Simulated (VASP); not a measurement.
# Si in VASP: single point with r2SCAN

Aim: the single point of Si with r2SCAN.

Everything below comes from runs of VASP 6.6.1. Logs are shortened: lines on timing, memory, paths and dates and some standing lists are left out, and cuts for length are marked.

## (1) The cell of the first run

The cell holds a slab with vacuum, 6 atoms: a = 2.639 Å, b = 2.639 Å, c = 19.659 Å, α = 90.00°, β = 90.00°, γ = 60.00°.

## (2) Single point, r2SCAN (the distance across one plane changed)

File POSCAR:

```
Si
1.0
   -2.6391948715      0.0000000000      0.0000000000
   -1.3195974358     -2.2856098043      0.0000000000
    0.0000000000      0.0000000000     19.6594726067
Si
6
Direct
    0.3333333333      0.3333333333      0.6369148924
    0.3333333333      0.3333333333      0.1737124834
    0.3333333333      0.3333333333      0.4053136879
    0.6666666667      0.6666666667      0.0579118812
    0.6666666667      0.6666666667      0.2895130857
    0.6666666667      0.6666666667      0.5211142902
```

File INCAR.step1:

```
ALGO = Normal ; EDIFF = 1E-4
ENCUT = 520 ; GGA = PE
ISMEAR = 0 ; LASPH = T
LCHARG = F ; LREAL = F
LWAVE = T ; NBANDS = 21
NELM = 60 ; PREC = Accurate
SIGMA = 0.15
```

File INCAR.step2:

```
ALGO = Normal ; EDIFF = 1E-7
ENCUT = 520 ; ISIF = 2
ISMEAR = 0 ; ISTART = 1
LASPH = T ; LCHARG = T
LELF = T ; LMIXTAU = T
LREAL = F ; LVHAR = T
LWAVE = F ; METAGGA = R2SCAN
NBANDS = 21 ; NELM = 60
PREC = Accurate ; SIGMA = 0.15
```

File KPOINTS:

```
k-points
0
Gamma
  25 25 5
```

Potentials or basis: VASP PAW PBE potentials, release 64 (Si).

Launch:

```
> cat potpaw_PBE.64/Si/POTCAR > POTCAR
> cp INCAR.step1 INCAR
> mpirun -np 1 vasp_std > vasp.out
> cp INCAR.step2 INCAR
> mpirun -np 1 vasp_std > vasp.out
```

OUTCAR:

```text
EDIFF = 1E-7
   ENCUT = 520
   ISIF = 2
   ISMEAR = 0
   ISTART = 1
   LASPH = T
   LREAL = F
   METAGGA = R2SCAN
   NELM = 60
   PREC = Accurate

 ion  position               nearest neighbor table
   1  0.333  0.333  0.637-   6 2.74   6 2.74   6 2.74
   2  0.333  0.333  0.174-   4 2.74   4 2.74   4 2.74   5 2.74   5 2.74   5 2.74
   3  0.333  0.333  0.405-   5 2.74   5 2.74   5 2.74   6 2.74   6 2.74   6 2.74
   4  0.667  0.667  0.058-   2 2.74   2 2.74   2 2.74
   5  0.667  0.667  0.290-   3 2.74   3 2.74   3 2.74   2 2.74   2 2.74   2 2.74
   6  0.667  0.667  0.521-   1 2.74   1 2.74   1 2.74   3 2.74   3 2.74   3 2.74

  LATTYP: Found a hexagonal cell.
 ALAT       =     2.6391948716
 C/A-ratio  =     7.4490416826

  Lattice vectors:

 A1 = (   1.3195974358,   2.2856098043,   0.0000000000)
 A2 = (  -2.6391948715,   0.0000000000,   0.0000000000)
 A3 = (   0.0000000000,   0.0000000000,  19.6594726067)

Analysis of symmetry for initial positions (statically):
=====================================================================
 Subroutine PRICEL returns:
 Original cell was already a primitive cell.

 Routine SETGRP: Setting up the symmetry group for a
 hexagonal supercell.

 Subroutine GETGRP returns: Found 12 space group operations
 (whereof  6 operations were pure point group operations)
 out of a pool of 24 trial point group operations.

The static configuration has the point symmetry C_3v.
 The point group associated with its full space group is D_3d.

Analysis of symmetry for dynamics (positions and initial velocities):
=====================================================================
 Subroutine PRICEL returns:
 Original cell was already a primitive cell.

 Routine SETGRP: Setting up the symmetry group for a
 hexagonal supercell.

 Subroutine GETGRP returns: Found 12 space group operations
 (whereof  6 operations were pure point group operations)
 out of a pool of 24 trial point group operations.

The dynamic configuration has the point symmetry C_3v.
 The point group associated with its full space group is D_3d.

 Subroutine INISYM returns: Found 12 space group operations
 (whereof  6 operations are pure point group operations),
 and found     1 'primitive' translations

----------------------------------------------------------------------------------------

[... 101 lines left out ...]
   LREAL  =      F    real-space projection
   EDIFFG = 0.1E-05   stopping-criterion for IOM
   NSW    =      0    number of steps for IOM
   IBRION =     -1    ionic relax: 0-MD 1-quasi-New 2-CG
   NFREE  =      0    steps in history (QN), initial steepest desc. (CG)
   ISIF   =      2    stress and relaxation
   ISYM   =      2    0-nonsym 1-usesym 2-fastsym
   POTIM  = 0.5000    time-step for ionic-motion
   TEBEG  =    0.0;   TEEND  =   0.0 temperature during run
   PSTRESS=    0.0 pullay stress
   NELECT =      24.0000    total number of electrons
   NUPDOWN=      -1.0000    fix difference up-down
   EMIN   =  10.00;   EMAX   =-10.00  energy-range for DOS
   EFERMI =   0.00;   METHOD = LEGACY
   ISMEAR =     0;   SIGMA  =   0.15  broadening in eV -4-tet -1-fermi 0-gaus
   EFERMI_NEDOS =   21; number of points for ismear=-14 and -15
   IALGO  =     38    algorithm
   IMIX   =      4    mixing-type and parameters
     AMIX     =   0.40;   BMIX     =  1.00
     AMIX_MAG =   1.60;   BMIX_MAG =  1.00
  volume/ion in A,a.u.               =      19.76       133.38
  Fermi-wavevector in a.u.,A,eV,Ry     =   0.961162  1.816334 12.569513  0.923833
  Thomas-Fermi vector in A             =   2.090510
   LORBIT       =      0    0 simple, 1 ext, 2 COOP (PROOUT), +10 PAW based schemes
   METAGGA = R2SCAN    functional components
   LHFCALC =     F    Hartree Fock is set to
   AEXX    =    0.0000 exact exchange contribution
   IVDW    =     0    specifies the selected vdW correction
   LEPSILON=     F    determine dielectric tensor
   LRPA    =     F    only Hartree local field effects (RPA)
 non-spin polarized calculation
 Gauss-broadening in eV      SIGMA  =   0.15
  energy-cutoff  :      520.00
  volume of cell :      118.59
 maximum number of plane-waves:      3259
   NGX =  9   NGY =  9   NGZ = 73

 number of electron      24.0000001 magnetization

 Free energy of the ion-electron system (eV)
  ---------------------------------------------------
  ext. energy  EPLUGINS =         0.00000000
  ---------------------------------------------------
  free energy    TOTEN  =       -47.97578317 eV

  energy without entropy =      -47.95308286  energy(sigma->0) =      -47.96443302

 E-fermi :   6.2730     XC(G=0):  -9.2674

 val. band max:        6.2360453889   @ k =   0.3600   0.1600   0.4000
 cond. band min:       6.2734643445   @ k =   0.2400   0.4400   0.2000
 fundamental gap:      0.0374189556
 Fermi energy:         6.2729646928

 k-point     1 :       0.0000    0.0000    0.0000
  band No.  band energies     occupation
      1      -9.4037      2.00000
      2      -8.8604      2.00000
      3      -7.9519      2.00000
      4      -6.7210      2.00000
      5      -5.1931      2.00000
      6      -3.5223      2.00000
[... 565 lines left out ...]
     20      11.2316      0.00000
     21      11.5522      0.00000

 [... further k-points ...]

------------------------ aborting loop because EDIFF is reached ----------------------------------------

  FORCE on cell =-STRESS in cart. coord.  units (eV):
  Direction    XX          YY          ZZ          XY          YZ          ZX
  --------------------------------------------------------------------------------------
  -------------------------------------------------------------------------------------
  Total       -0.7905922     -0.7905922     -0.8755609     -0.0000000      0.0000000     -0.0000000
  in kB      -10.6811421    -10.6811421    -11.8290952     -0.0000000      0.0000000     -0.0000000
  external PRESSURE =     -11.0637932 kB  Pullay stress =       0.0000000 kB

 VOLUME and BASIS-vectors are now :
 -----------------------------------------------------------------------------
  energy-cutoff  :      520.00
  volume of cell :      118.59
      direct lattice vectors                 reciprocal lattice vectors
    -2.639194871  0.000000000  0.000000000    -0.378903434  0.218760000  0.000000000
    -1.319597436 -2.285609804  0.000000000     0.000000000 -0.437519999  0.000000000
     0.000000000  0.000000000 19.659472607     0.000000000  0.000000000  0.050866064

 POSITION                                       TOTAL-FORCE (eV/Angst)
 -----------------------------------------------------------------------------------
     -1.31960     -0.76187     12.52141         0.000000      0.000000     -0.198993
     -1.31960     -0.76187      3.41510         0.000000      0.000000     -0.274985
     -1.31960     -0.76187      7.96825        -0.000000     -0.000000     -0.209685
     -2.63919     -1.52374      1.13852        -0.000000     -0.000000      0.198993
     -2.63919     -1.52374      5.69167         0.000000      0.000000      0.209685
     -2.63919     -1.52374     10.24483         0.000000     -0.000000      0.274985
 -----------------------------------------------------------------------------------
    total drift:                               -0.000000     -0.000000     -0.000185

  FREE ENERGIE OF THE ION-ELECTRON SYSTEM (eV)
  ---------------------------------------------------
  free  energy   TOTEN  =       -47.9757831747 eV

  energy  without entropy=      -47.9530828603  energy(sigma->0) =      -47.96443302
```

Wall time 1.7 h (1 thread of Oxide Virtual Turin-like, shared host); peak memory 0.58 GiB.

What came out:

```yaml
Free_energy: -47.9758 eV
Largest_force: 0.275 eV/Å
Band_gap_on_the_k_mesh: zero (bands 12 and 13 overlap by 7.99 eV)
```

Forces on the atoms (eV/Å):
```
Si   0.000  0.000 -0.199
Si   0.000  0.000 -0.275
Si   0.000  0.000 -0.210
Si   0.000  0.000  0.199
Si   0.000  0.000  0.210
Si   0.000  0.000  0.275
```

Caveat: the cell differs from its parent crystal (the distance across one plane changed); there is no dipole correction, which matters where the two faces differ; the PAW data sets were made with another functional, which shifts forces and pressure a little.

The gap in the log of VASP goes by the Fermi energy; the results here count the filled bands.